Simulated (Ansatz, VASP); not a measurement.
# One calculation of CuF, two programs

Contents of POSCAR:

```
CuF
1.0
    2.7625362693      0.0000000000      0.0000000000
   -1.3812681347      2.3924265881      0.0000000000
    0.0000000000      0.0000000000      6.4019832778
Cu F
2 2
Direct
    0.0000000000      0.0000000000      0.0000000000
    0.0000000000      0.0000000000      0.5000000000
    0.3333333333      0.6666666667      0.2500000000
    0.6666666667      0.3333333333      0.7500000000
```

File INCAR.step1:

```
PREC = Accurate
ENCUT = 520
ISMEAR = -1
SIGMA = 0.02
LREAL = F
LASPH = T
NELM = 80
NBANDS = 26
GGA = PE
ALGO = Normal
EDIFF = 1E-4
LWAVE = T
LCHARG = F
```

The input INCAR.step2:

```
PREC = Accurate
ENCUT = 520
EDIFF = 1E-6
ISMEAR = -1
SIGMA = 0.02
LREAL = F
LASPH = T
NELM = 80
ALGO = Normal
ISIF = 2
LWAVE = F
LCHARG = F
METAGGA = R2SCAN
LMIXTAU = T
NBANDS = 26
ISTART = 1
```

KPOINTS

```
Automatic mesh
0
Gamma
  12 12 4
```

Input for Ansatz:

```yaml
crystal:
  lattice:
    - [2.7625362693, 0.0, 0.0]
    - [-1.3812681347, 2.3924265881, 0.0]
    - [0.0, 0.0, 6.4019832778]
  atoms:
    - { symbol: Cu, position: [0.0, 0.0, 0.0] }
    - { symbol: Cu, position: [0.0, 0.0, 0.5] }
    - { symbol: F, position: [0.3333333333, 0.6666666667, 0.25] }
    - { symbol: F, position: [0.6666666667, 0.3333333333, 0.75] }
kpoints:
  mp_grid: { grid: [12, 12, 4] }
  band_path:
    path:
      - [0.0, 0.0, 0.0]
      - [0.5, 0.0, 0.0]
      - [0.3333333333, 0.3333333333, 0.0]
      - [0.0, 0.0, 0.5]
      - [0.5, 0.0, 0.5]
      - [0.3333333333, 0.3333333333, 0.5]
      - [0.0, 0.0, 0.25]
    npoints: 1
hamiltonian:
  xc: r2scan
scf:
  occupations: { method: fermi_dirac, width: 0.02 }
  n_extra_bands: 5
output:
  forces: true
  stress: true
  eigenvalues: true
```

Alike in both runs: task single point; functional r2SCAN; k mesh 12 × 12 × 4; occupations fermi-dirac, width 0.02 eV; no spin polarisation.

```csv
,VASP,Ansatz
version,VASP 6.6.1,Ansatz 0.2.0
potentials or method,"VASP PAW PBE potentials, release 64 (Cu, F)","plane waves, PAW"
plane-wave cutoff (eV),520,500
valence electrons in the cell,36,52
```

|  | VASP | Ansatz | Ansatz less VASP |
| --- | --- | --- | --- |
| pressure (GPa) | 0.1 | 0.0 | -0.12 |
| traceless stress, the component that is largest in VASP (GPa) | 0.29 | -0.02 | -0.316 |

VASP's potentials were made for PBE, not for r2SCAN. VASP's potentials hold 36 valence electrons a cell and Ansatz's 52, so a difference there can come from the potentials and not from the codes.
